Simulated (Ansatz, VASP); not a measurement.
**Cu in VASP and in Ansatz**

Contents of INCAR:

```
PREC = Accurate
ENCUT = 600
EDIFF = 1E-6
ISMEAR = 0
SIGMA = 0.05
LREAL = F
LASPH = T
NELM = 200
ALGO = Normal
ISIF = 2
LWAVE = F
LCHARG = F
MAGMOM = 0 0 0
LORBIT = 11
LSORBIT = T
GGA_COMPAT = F
LORBMOM = T
LMAXMIX = 4
GGA = PE
NBANDS = 22
```

The input KPOINTS:

```
regular mesh
0
Gamma
  20 20 20
```

The input POSCAR:

```
Cu
1.0
    0.0000000000      1.8130570911      1.8130570911
    1.8130570911      0.0000000000      1.8130570911
    1.8130570911      1.8130570911      0.0000000000
Cu
1
Direct
    0.0000000000      0.0000000000      0.0000000000
```

Input for Ansatz:

```yaml
crystal:
  lattice:
    - [0.0, 1.8130570911, 1.8130570911]
    - [1.8130570911, 0.0, 1.8130570911]
    - [1.8130570911, 1.8130570911, 0.0]
  atoms:
    - { symbol: Cu, position: [0.0, 0.0, 0.0] }
basis:
  ecutwfc: 420
  ecutrho_ratio: 4
kpoints:
  mp_grid: { grid: [20, 20, 20] }
hamiltonian:
  xc: pbe
scf:
  occupations: { method: gaussian, width: 0.05 }
output:
  forces: true
  stress: true
  eigenvalues: true
  populations: true
magnetization:
  noncollinear: true
  spin_orbit: true
```

Alike in both runs: task single point; functional PBE; k mesh 20 × 20 × 20; occupations gaussian, width 0.05 eV; non-collinear spin, spin-orbit coupling.

|  | VASP | Ansatz |
| --- | --- | --- |
| version | VASP 6.6.1 | Ansatz 0.2.0 |
| potentials or method | VASP PAW PBE potentials, release 64 (Cu), cutoff 600 eV | plane waves, PAW |
| valence electrons in the cell | 11 | 19 |

VASP gave:

- pressure (GPa): 1.1
- net moment per atom (μB): 0.00

Q: Estimate Ansatz's values.

A: Pressure (GPa): 0.4; net moment per atom (μB): 0.00.

VASP's potentials hold 11 valence electrons a cell and Ansatz's 19, so a difference there can come from the potentials and not from the codes.
